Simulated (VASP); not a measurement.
# MgS (Niningerite) (Fm-3m) in VASP: settings compared

The runs below take MgS (Niningerite) through single point, with LDA, PBE.

All numbers are computed with VASP 6.6.1; they aren't measurements. Logs are shortened: lines on timing, memory, paths and dates and some standing lists are left out, and cuts for length are marked.

## Step 1: The cell of the first run

Symmetry: Fm-3m, No. 225, cubic system. Conventional cell: a = 5.238 Å, b = 5.238 Å, c = 5.238 Å, α = 90.00°, β = 90.00°, γ = 90.00°. S (site symmetry m-3m) has 6 Mg at 2.62 Å within 3.5 Å. Mg (site symmetry m-3m) has 6 S at 2.62 Å within 3.5 Å.

## Step 2: Single point, LDA

File INCAR:

```
ALGO = Normal
EDIFF = 1E-6
ENCUT = 520
GGA = CA
ISIF = 2
ISMEAR = -1
LASPH = True
LCHARG = False
LREAL = False
LWAVE = False
NBANDS = 11
NELM = 60
PREC = Accurate
SIGMA = 0.05
```

File KPOINTS:

```
k-points
0
Gamma
  9 9 9
```

File POSCAR:

```
MgS
1.0
    0.0000000000      2.6188799723      2.6188799723
    2.6188799723      0.0000000000      2.6188799723
    2.6188799723      2.6188799723      0.0000000000
S Mg
1 1
Direct
    0.5000000000      0.5000000000      0.5000000000
    0.0000000000      0.0000000000      0.0000000000
```

Potentials or basis: VASP PAW LDA potentials, release 64 (S, Mg).

Command:

```bash
$ cat potpaw_LDA.64/S/POTCAR potpaw_LDA.64/Mg/POTCAR > POTCAR
$ mpirun -np 1 vasp_std > vasp.out
```

OUTCAR:

```text
EDIFF = 1E-6
   ENCUT = 520
   GGA = CA
   ISIF = 2
   ISMEAR = -1
   LASPH = True
   LREAL = False
   NELM = 60
   PREC = Accurate

 ion  position               nearest neighbor table
   1  0.500  0.500  0.500-   2 2.62   2 2.62   2 2.62   2 2.62   2 2.62   2 2.62
   2  0.000  0.000  0.000-   1 2.62   1 2.62   1 2.62   1 2.62   1 2.62   1 2.62

  LATTYP: Found a face centered cubic cell.
 ALAT       =     5.2377599446

  Lattice vectors:

 A1 = (   0.0000000000,   2.6188799723,   2.6188799723)
 A2 = (   2.6188799723,   0.0000000000,   2.6188799723)
 A3 = (   2.6188799723,   2.6188799723,   0.0000000000)

Analysis of symmetry for initial positions (statically):
[... 33 lines left out ...]
                                     Primitive cell

  volume of cell :      35.9233

  direct lattice vectors                    reciprocal lattice vectors
     0.000000000  2.618879972  2.618879972    -0.190921312  0.190921312  0.190921312
     2.618879972  0.000000000  2.618879972     0.190921312 -0.190921312  0.190921312
     2.618879972  2.618879972  0.000000000     0.190921312  0.190921312 -0.190921312

  length of vectors
     3.703655575  3.703655575  3.703655575     0.330685412  0.330685412  0.330685412

  position of ions in fractional coordinates (direct lattice)
[... 8 lines left out ...]
----------------------------------------------------------------------------------------

 KPOINTS: k-points

Automatic generation of k-mesh.
 Grid dimensions read from file:
 generate k-points for:    9    9    9

 Generating k-lattice:

  Cartesian coordinates                     Fractional coordinates (reciprocal lattice)
    -0.021213479  0.021213479  0.021213479     0.111111111  0.000000000  0.000000000
     0.021213479 -0.021213479  0.021213479     0.000000000  0.111111111  0.000000000
     0.021213479  0.021213479 -0.021213479     0.000000000  0.000000000  0.111111111

  Length of vectors
     0.036742824  0.036742824  0.036742824

  Shift w.r.t. Gamma in fractional coordinates (k-lattice)
     0.000000000  0.000000000  0.000000000

 Subroutine IBZKPT returns following result:
 ===========================================

 Found     35 irreducible k-points:

 Following reciprocal coordinates:
            Coordinates               Weight
  0.000000  0.000000  0.000000      1.000000
  0.111111  0.000000  0.000000      8.000000
  0.222222  0.000000  0.000000      8.000000
  0.333333  0.000000  0.000000      8.000000
  0.444444  0.000000  0.000000      8.000000
  0.111111  0.111111  0.000000      6.000000
[... 16 lines left out ...]
 -0.333333  0.333333  0.000000     12.000000
  0.444444  0.444444  0.000000      6.000000
 [... further k-points ...]
   k-points           NKPTS =     35   k-points in BZ     NKDIM =     35   number of bands    NBANDS=     11
   number of dos      NEDOS =    301   number of ions     NIONS =      2
   total plane-waves  NPLWV =  21952
   dimension x,y,z NGX =    28 NGY =   28 NGZ =   28
   dimension x,y,z NGXF=    56 NGYF=   56 NGZF=   56
   ions per type =               1   1
   NGX,Y,Z   is equivalent  to a cutoff of  12.57, 12.57, 12.57 a.u.
   NGXF,Y,Z  is equivalent  to a cutoff of  25.14, 25.14, 25.14 a.u.
 SYSTEM =  unknown system
   PREC   = accura    normal or accurate (medium, high low for compatibility)
   ISTART =      0    job   : 0-new  1-cont  2-samecut
   ICHARG =      2    charge: 1-file 2-atom 10-const
   ISPIN  =      1    spin polarized calculation?
   LNONCOLLINEAR =      F non collinear calculations
   LSORBIT =      F    spin-orbit coupling
   LASPH  =      T    aspherical Exc in radial PAW
   ENCUT  =  520.0 eV  38.22 Ry    6.18 a.u.   6.89  6.89  6.89*2*pi/ulx,y,z
   NELM   =     60;   NELMIN=  2; NELMDL= -5     # of ELM steps
   EDIFF  = 0.1E-05   stopping-criterion for ELM
   LREAL  =      F    real-space projection
   EDIFFG = 0.1E-04   stopping-criterion for IOM
   NSW    =      0    number of steps for IOM
   IBRION =     -1    ionic relax: 0-MD 1-quasi-New 2-CG
[... 8 lines left out ...]
   EMIN   =  10.00;   EMAX   =-10.00  energy-range for DOS
   EFERMI =   0.00;   METHOD = LEGACY
   ISMEAR =    -1;   SIGMA  =   0.05  broadening in eV -4-tet -1-fermi 0-gaus
   EFERMI_NEDOS =   21; number of points for ismear=-14 and -15
   IALGO  =     38    algorithm
   IMIX   =      4    mixing-type and parameters
     AMIX     =   0.40;   BMIX     =  1.00
     AMIX_MAG =   1.60;   BMIX_MAG =  1.00
  volume/ion in A,a.u.               =      17.96       121.21
  Fermi-wavevector in a.u.,A,eV,Ry     =   0.992307  1.875188 13.397282  0.984672
  Thomas-Fermi vector in A             =   2.124109
   LORBIT       =      0    0 simple, 1 ext, 2 COOP (PROOUT), +10 PAW based schemes
   GGA     = CA    functional components
   LHFCALC =     F    Hartree Fock is set to
   AEXX    =    0.0000 exact exchange contribution
   IVDW    =     0    specifies the selected vdW correction
   LEPSILON=     F    determine dielectric tensor
   LRPA    =     F    only Hartree local field effects (RPA)
 non-spin polarized calculation
  energy-cutoff  :      520.00
  volume of cell :       35.92
 maximum number of plane-waves:       981
   NGX = 13   NGY = 13   NGZ = 13

 number of electron       8.0000001 magnetization

 Free energy of the ion-electron system (eV)
  ---------------------------------------------------
  ext. energy  EPLUGINS =         0.00000000
  ---------------------------------------------------
  free energy    TOTEN  =        -9.55184999 eV

  energy without entropy =       -9.55184999  energy(sigma->0) =       -9.55184999

 E-fermi :   4.4270     XC(G=0):  -9.9069

 val. band max:        3.4043058943   @ k =   0.0000   0.0000   0.0000
 cond. band min:       6.0499770861   @ k =   0.4444   0.4444   0.0000
 fundamental gap:      2.6456711918
 Fermi energy:         4.4270414360

 k-point     1 :       0.0000    0.0000    0.0000
  band No.  band energies     occupation
      1      -9.1244      2.00000
      2       3.4043      2.00000
      3       3.4043      2.00000
      4       3.4043      2.00000
      5       6.7433      0.00000
      6      11.2535      0.00000
      7      11.2535      0.00000
      8      11.2535      0.00000
      9      13.6480      0.00000
     10      13.6480      0.00000
     11      15.7105      0.00000

 k-point     2 :       0.1111    0.0000    0.0000
  band No.  band energies     occupation
      1      -9.0065      2.00000
      2       2.5218      2.00000
      3       3.3256      2.00000
      4       3.3256      2.00000
      5       7.4483      0.00000
      6      10.9447      0.00000
      7      11.4600      0.00000
      8      11.4600      0.00000
      9      13.0260      0.00000
     10      13.0260      0.00000
     11      15.7387      0.00000

 k-point     3 :       0.2222    0.0000    0.0000
  band No.  band energies     occupation
      1      -8.6794      2.00000
      2       0.9732      2.00000
      3       3.1427      2.00000
      4       3.1427      2.00000
      5       8.0921      0.00000
      6      11.1843      0.00000
      7      11.2272      0.00000
      8      11.2272      0.00000
      9      13.2330      0.00000
     10      13.2330      0.00000
     11      15.0435      0.00000

 k-point     4 :       0.3333    0.0000    0.0000
  band No.  band energies     occupation
      1      -8.2397      2.00000
      2      -0.4258      2.00000
      3       2.9577      2.00000
      4       2.9577      2.00000
      5       7.9658      0.00000
      6      10.5589      0.00000
      7      10.5589      0.00000
      8      12.3741      0.00000
      9      14.6000      0.00000
     10      14.7536      0.00000
     11      14.7536      0.00000

 k-point     5 :       0.4444    0.0000    0.0000
  band No.  band energies     occupation
      1      -7.8936      2.00000
      2      -1.2820      2.00000
      3       2.8477      2.00000
      4       2.8477      2.00000
      5       7.7778      0.00000
      6      10.1715      0.00000
      7      10.1715      0.00000
      8      13.0017      0.00000
      9      15.0538      0.00000
     10      16.8333      0.00000
     11      16.8333      0.00000
[... 211 lines left out ...]
 k-point    21 :       0.4444    0.3333    0.0000
  band No.  band energies     occupation
      1      -7.6962      2.00000
      2      -0.3893      2.00000
      3       1.5415      2.00000
      4       1.9520      2.00000
      5       6.7682      0.00000
      6       8.4369      0.00000
      7      13.1739      0.00000
      8      13.9234      0.00000
      9      15.6266      0.00000
     10      17.1315      0.00000
     11      19.8287      0.00000

 k-point    22 :      -0.4444    0.3333    0.0000
  band No.  band energies     occupation
      1      -7.5163      2.00000
      2      -0.4371      2.00000
      3       0.6400      2.00000
      4       2.0301      2.00000
      5       7.0273      0.00000
      6       9.5967      0.00000
      7      12.9811      0.00000
      8      13.0510      0.00000
      9      15.3751      0.00000
     10      17.4390      0.00000
     11      19.5535      0.00000

 k-point    23 :      -0.3333    0.3333    0.0000
  band No.  band energies     occupation
      1      -7.5450      2.00000
      2      -0.2079      2.00000
      3       0.1190      2.00000
      4       2.2856      2.00000
      5       7.6163      0.00000
      6      10.9021      0.00000
      7      12.0690      0.00000
      8      12.4435      0.00000
      9      14.7511      0.00000
     10      15.7240      0.00000
     11      19.5818      0.00000

 k-point    24 :       0.4444    0.4444    0.0000
  band No.  band energies     occupation
      1      -7.5425      2.00000
      2      -0.6539      2.00000
      3       1.7781      2.00000
      4       1.7781      2.00000
      5       6.0500      0.00000
      6       7.7765      0.00000
      7      14.6527      0.00000
      8      15.9836      0.00000
      9      15.9836      0.00000
     10      15.9882      0.00000
     11      19.5243      0.00000

 [... further k-points ...]
[... 5 lines left out ...]
  --------------------------------------------------------------------------------------
  -------------------------------------------------------------------------------------
  Total       -1.1563627     -1.1563627     -1.1563627      0.0000000      0.0000000      0.0000000
  in kB      -51.5736497    -51.5736497    -51.5736497      0.0000000      0.0000000      0.0000000
  external PRESSURE =     -51.5736497 kB  Pullay stress =       0.0000000 kB

 VOLUME and BASIS-vectors are now :
 -----------------------------------------------------------------------------
  energy-cutoff  :      520.00
  volume of cell :       35.92
      direct lattice vectors                 reciprocal lattice vectors
     0.000000000  2.618879972  2.618879972    -0.190921312  0.190921312  0.190921312
     2.618879972  0.000000000  2.618879972     0.190921312 -0.190921312  0.190921312
     2.618879972  2.618879972  0.000000000     0.190921312  0.190921312 -0.190921312

 POSITION                                       TOTAL-FORCE (eV/Angst)
 -----------------------------------------------------------------------------------
      2.61888      2.61888      2.61888        -0.000000     -0.000000     -0.000000
      0.00000      0.00000      0.00000         0.000000      0.000000      0.000000
 -----------------------------------------------------------------------------------
    total drift:                                0.000000      0.000000      0.000000

  FREE ENERGIE OF THE ION-ELECTRON SYSTEM (eV)
  ---------------------------------------------------
  free  energy   TOTEN  =        -9.5518499859 eV

  energy  without entropy=       -9.5518499859  energy(sigma->0) =       -9.55184999
```

Wall time 11 s (1 thread of Intel Xeon Platinum 8259CL at 2.50GHz (Skylake/Cascade Lake), shared host); peak memory 0.14 GiB.

What came out:

* Free energy: -9.5518 eV
* Pressure: -5.2 GPa
* Band gap on the k mesh: 2.65 eV, indirect (least direct gap 3.34 eV)

A k mesh can miss the band edges.

## Step 3: Single point, PBE

This run uses another cell than the first one, of 17.26 Å³/atom, 0.961 times its volume.

File INCAR:

```
PREC = Accurate
ENCUT = 520
EDIFF = 1E-6
ISMEAR = -1
SIGMA = 0.05
LREAL = F
LASPH = T
NELM = 60
ALGO = Normal
ISIF = 2
LWAVE = F
LCHARG = F
GGA = PE
NBANDS = 11
```

File KPOINTS:

```
regular mesh
0
Gamma
  9 9 9
```

File POSCAR:

```
MgS
1.0
    0.0000000000      2.5841887356      2.5841887356
    2.5841887356      0.0000000000      2.5841887356
    2.5841887356      2.5841887356      0.0000000000
S Mg
1 1
Direct
    0.5000000000      0.5000000000      0.5000000000
    0.0000000000      0.0000000000      0.0000000000
```

Potentials or basis: VASP PAW PBE potentials, release 64 (S, Mg).

Command:

```bash
$ cat potpaw_PBE.64/S/POTCAR potpaw_PBE.64/Mg/POTCAR > POTCAR
$ mpirun -np 1 vasp_std > vasp.out
```

OUTCAR:

```text
PREC = Accurate
   ENCUT = 520
   EDIFF = 1E-6
   ISMEAR = -1
   LREAL = F
   LASPH = T
   NELM = 60
   ISIF = 2
   GGA = PE

 ion  position               nearest neighbor table
   1  0.500  0.500  0.500-   2 2.58   2 2.58   2 2.58   2 2.58   2 2.58   2 2.58
   2  0.000  0.000  0.000-   1 2.58   1 2.58   1 2.58   1 2.58   1 2.58   1 2.58

  LATTYP: Found a face centered cubic cell.
 ALAT       =     5.1683774712

  Lattice vectors:

 A1 = (   0.0000000000,   2.5841887356,   2.5841887356)
 A2 = (   2.5841887356,   0.0000000000,   2.5841887356)
 A3 = (   2.5841887356,   2.5841887356,   0.0000000000)

Analysis of symmetry for initial positions (statically):
[... 33 lines left out ...]
                                     Primitive cell

  volume of cell :      34.5146

  direct lattice vectors                    reciprocal lattice vectors
     0.000000000  2.584188736  2.584188736    -0.193484320  0.193484320  0.193484320
     2.584188736  0.000000000  2.584188736     0.193484320 -0.193484320  0.193484320
     2.584188736  2.584188736  0.000000000     0.193484320  0.193484320 -0.193484320

  length of vectors
[... 130 lines left out ...]

 val. band max:        3.9071645435   @ k =   0.0000   0.0000   0.0000
 cond. band min:       6.8573970328   @ k =   0.4444   0.4444   0.0000
 fundamental gap:      2.9502324894
 Fermi energy:         4.9513662081

 k-point     1 :       0.0000    0.0000    0.0000
  band No.  band energies     occupation
      1      -8.8762      2.00000
      2       3.9072      2.00000
      3       3.9072      2.00000
      4       3.9072      2.00000
      5       7.7791      0.00000
      6      11.8484      0.00000
      7      11.8484      0.00000
      8      11.8484      0.00000
      9      14.2792      0.00000
     10      14.2792      0.00000
     11      16.4926      0.00000
[... 309 lines left out ...]
 k-point    24 :       0.4444    0.4444    0.0000
  band No.  band energies     occupation
      1      -7.2010      2.00000
      2      -0.2919      2.00000
      3       2.2188      2.00000
      4       2.2188      2.00000
      5       6.8574      0.00000
      6       8.3039      0.00000
      7      15.7516      0.00000
      8      16.6665      0.00000
      9      17.0918      0.00000
     10      17.0918      0.00000
     11      20.2791      0.00000

 [... further k-points ...]
[... 5 lines left out ...]
  --------------------------------------------------------------------------------------
  -------------------------------------------------------------------------------------
  Total        0.5400667      0.5400667      0.5400667      0.0000000      0.0000000     -0.0000000
  in kB       25.0700559     25.0700559     25.0700559      0.0000000      0.0000000     -0.0000000
  external PRESSURE =      25.0700559 kB  Pullay stress =       0.0000000 kB

 VOLUME and BASIS-vectors are now :
 -----------------------------------------------------------------------------
  energy-cutoff  :      520.00
  volume of cell :       34.51
      direct lattice vectors                 reciprocal lattice vectors
     0.000000000  2.584188736  2.584188736    -0.193484320  0.193484320  0.193484320
     2.584188736  0.000000000  2.584188736     0.193484320 -0.193484320  0.193484320
     2.584188736  2.584188736  0.000000000     0.193484320  0.193484320 -0.193484320

 POSITION                                       TOTAL-FORCE (eV/Angst)
 -----------------------------------------------------------------------------------
      2.58419      2.58419      2.58419         0.000000     -0.000000     -0.000000
      0.00000      0.00000      0.00000        -0.000000      0.000000      0.000000
 -----------------------------------------------------------------------------------
    total drift:                                0.000000      0.000000      0.000000

  FREE ENERGIE OF THE ION-ELECTRON SYSTEM (eV)
  ---------------------------------------------------
  free  energy   TOTEN  =        -8.4945319722 eV

  energy  without entropy=       -8.4945319721  energy(sigma->0) =       -8.49453197
```

OSZICAR:

```text
N       E                     dE             d eps       ncg     rms          rms(c)
DAV:   1     0.240349117393E+02    0.24035E+02   -0.37685E+03   770   0.606E+02
DAV:   2    -0.732777253759E+01   -0.31363E+02   -0.29774E+02   990   0.103E+02
DAV:   3    -0.888233749662E+01   -0.15546E+01   -0.15520E+01   962   0.245E+01
DAV:   4    -0.889205960899E+01   -0.97221E-02   -0.97212E-02   934   0.229E+00
DAV:   5    -0.889214172558E+01   -0.82117E-04   -0.82116E-04   956   0.210E-01    0.451E+00
DAV:   6    -0.853447910665E+01    0.35766E+00   -0.76050E-01   869   0.347E+00    0.353E+00
DAV:   7    -0.849455376409E+01    0.39925E-01   -0.21588E-01   932   0.203E+00    0.231E+00
DAV:   8    -0.849477122375E+01   -0.21746E-03   -0.14004E-02   839   0.718E-01    0.982E-01
DAV:   9    -0.849451892253E+01    0.25230E-03   -0.70743E-04   851   0.156E-01    0.340E-01
DAV:  10    -0.849453536430E+01   -0.16442E-04   -0.20506E-04   912   0.662E-02    0.409E-02
DAV:  11    -0.849453207885E+01    0.32855E-05   -0.20281E-05   908   0.197E-02    0.196E-02
DAV:  12    -0.849453197215E+01    0.10670E-06   -0.64146E-07   517   0.507E-03
   1 F= -.84945320E+01 E0= -.84945320E+01  d E =-.226443E-10
```

It took 12 s on 1 thread of Intel Xeon Platinum 8259CL at 2.50GHz (Skylake/Cascade Lake), shared host; peak memory 0.16 GiB.

What came out:

* Free energy: -8.4945 eV
* Pressure: 2.5 GPa
* Band gap on the k mesh: 2.95 eV, indirect (least direct gap 3.87 eV)

Levels at points of the mesh, in eV from the valence-band top:
```csv
k point,band 2,band 3,band 4,band 5,band 6,band 7
"(0.00, 0.00, 0.00)",0.00,0.00,0.00,3.87,7.94,7.94
```

## Step 4: Single point, PBE

File INCAR:

```
PREC = Accurate ; ENCUT = 520
EDIFF = 1E-6 ; ISMEAR = -1
SIGMA = 0.05 ; LREAL = F
LASPH = T ; NELM = 80
ALGO = Normal ; ISIF = 2
LWAVE = F ; LCHARG = T
GGA = PE ; LELF = T
LVHAR = T ; NBANDS = 11
```

File KPOINTS:

```
Automatic mesh
0
Gamma
  9 9 9
```

File POSCAR:

```
MgS
1.0
    0.0000000000      2.6188799723      2.6188799723
    2.6188799723      0.0000000000      2.6188799723
    2.6188799723      2.6188799723      0.0000000000
S Mg
1 1
Direct
    0.5000000000      0.5000000000      0.5000000000
    0.0000000000      0.0000000000      0.0000000000
```

Command:

```bash
$ cat potpaw_PBE.64/S/POTCAR potpaw_PBE.64/Mg/POTCAR > POTCAR
$ mpirun -np 1 vasp_std > vasp.out
```

Wall time 13 s (1 thread of Intel Xeon Platinum 8259CL at 2.50GHz (Skylake/Cascade Lake), shared host); peak memory 0.16 GiB.

The run converged. Its results:

```
Free energy            : -8.5026 eV
Pressure               : -0.6 GPa
Band gap on the k mesh : 2.86 eV, indirect (least direct gap 3.56 eV)
```

Levels at points of the mesh, in eV from the valence-band top:
| k point | band 2 | band 3 | band 4 | band 5 | band 6 | band 7 |
| --- | --- | --- | --- | --- | --- | --- |
| (0.00, 0.00, 0.00) | 0.00 | 0.00 | 0.00 | 3.56 | 7.97 | 7.97 |

A k mesh can miss the band edges. A hybrid or GW would open this gap; PBE tends to underestimate it.

(Continued in part 2 of 2.)
